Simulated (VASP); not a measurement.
Set up this calculation in VASP 6.6.1, as the native input.

```yaml
Task: single point
Functional: PBE
Potentials_or_basis: VASP PAW PBE potentials, release 64 (Na_pv)
Cutoff: 520 eV
k_mesh: 15 × 15 × 8
Occupations: gaussian, width 0.15 eV
Spin: no spin polarisation
Dipole_correction: no
Further_INCAR_settings: ALGO = Fast; EDIFF = 1e-07; NBANDS = 14
```

The structure of Na lies in POSCAR:

```
Na
1.0
    3.5951958532      0.0000000000      0.0000000000
   -1.7975979266      3.1135309404      0.0000000000
    0.0000000000      0.0000000000      6.1030356778
Na
2
Direct
    0.1464172299      0.6666666667      0.2500000000
    0.8535827701      0.3333333333      0.7500000000
```

This cell differs from its parent crystal: atoms displaced along a vibrational mode, the cell strained.

These files were run (other wordings do the same):

INCAR

```
PREC = Accurate
ENCUT = 520
EDIFF = 1E-7
ISMEAR = 0
SIGMA = 0.15
LREAL = F
LASPH = T
NELM = 100
ALGO = Fast
ISIF = 2
LWAVE = F
LCHARG = F
GGA = PE
NBANDS = 14
```

KPOINTS

```
Automatic mesh
0
Gamma
  15 15 8
```

Potentials or basis: VASP PAW PBE potentials, release 64 (Na_pv).

Launch:

```bash
$ cat potpaw_PBE.64/Na_pv/POTCAR > POTCAR
$ mpirun -np 1 vasp_std > vasp.out
```

It gave:

```yaml
Pressure: 0.9 GPa
Largest_force: 0.131 eV/Å
Band_gap_on_the_k_mesh: zero (bands 7 and 8 overlap by 4.71 eV)
```

Caveat: the cell differs from its parent crystal (atoms displaced along a vibrational mode, the cell strained).

It took 10 min on 1 thread of Oxide Virtual Turin-like Processor (shared host), peak memory 0.45 GiB.
